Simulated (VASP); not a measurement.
Input of a VASP 6.6.1 run:

Contents of POSCAR:

```
Rh
1.0
    0.0000000000      1.8730267500      1.8730267500
    1.8730267500      0.0000000000      1.8730267500
    1.8730267500      1.8730267500      0.0000000000
Rh
1
Direct
    0.0000000000      0.0000000000      0.0000000000
```

INCAR.step1

```
PREC     = Accurate       # precision mode
ENCUT    = 680            # plane-wave cutoff, eV
ISMEAR   = 0              # smearing method
SIGMA    = 0.15           # smearing width, eV
LREAL    = False          # projectors in reciprocal space
LASPH    = True           # aspherical terms in the spheres
NELM     = 120            # most SCF steps
NBANDS   = 14             # bands
GGA      = PE             # functional
ALGO     = Normal         # electronic algorithm
EDIFF    = 1E-5           # SCF threshold, eV
LWAVE    = True           # write WAVECAR
LCHARG   = False          # write CHGCAR
GGA_COMPAT= False
```

The input INCAR.step2:

```
PREC     = Accurate       # precision mode
ENCUT    = 680            # plane-wave cutoff, eV
EDIFF    = 1E-6           # SCF threshold, eV
ISMEAR   = 0              # smearing method
SIGMA    = 0.15           # smearing width, eV
LREAL    = False          # projectors in reciprocal space
LASPH    = True           # aspherical terms in the spheres
NELM     = 120            # most SCF steps
ALGO     = Normal         # electronic algorithm
ISIF     = 2              # what is computed and relaxed
LWAVE    = False          # write WAVECAR
LCHARG   = True           # write CHGCAR
METAGGA  = R2SCAN         # meta-GGA
LMIXTAU  = True         
LELF     = True           # ELF
LVHAR    = True         
NBANDS   = 14             # bands
ISTART   = 1            
GGA_COMPAT= False
```

Contents of KPOINTS:

```
regular mesh
0
Gamma
  8 8 8
```

Potentials or basis: VASP PAW PBE potentials, release 64 (Rh_sv_GW).

Run with:

```bash
$ cat potpaw_PBE.64/Rh_sv_GW/POTCAR > POTCAR
$ cp INCAR.step1 INCAR
$ mpirun -np 1 vasp_std > vasp.out
$ cp INCAR.step2 INCAR
$ mpirun -np 1 vasp_std > vasp.out
```

Question: What does it give for the pressure?

Answer: 14.5 GPa.

Question: What does it give for the band gap on the k mesh?

Answer: Zero (an odd number of electrons rules out a gap without spin polarisation).

Caveat: the k points lie up to 0.36 Å⁻¹ apart, too coarse for converged energies and pressures of a metal; the cell differs from its parent crystal (strain -0.015 along x and y, -0.015 along z); the PAW data sets were made with another functional, which shifts forces and pressure a little.
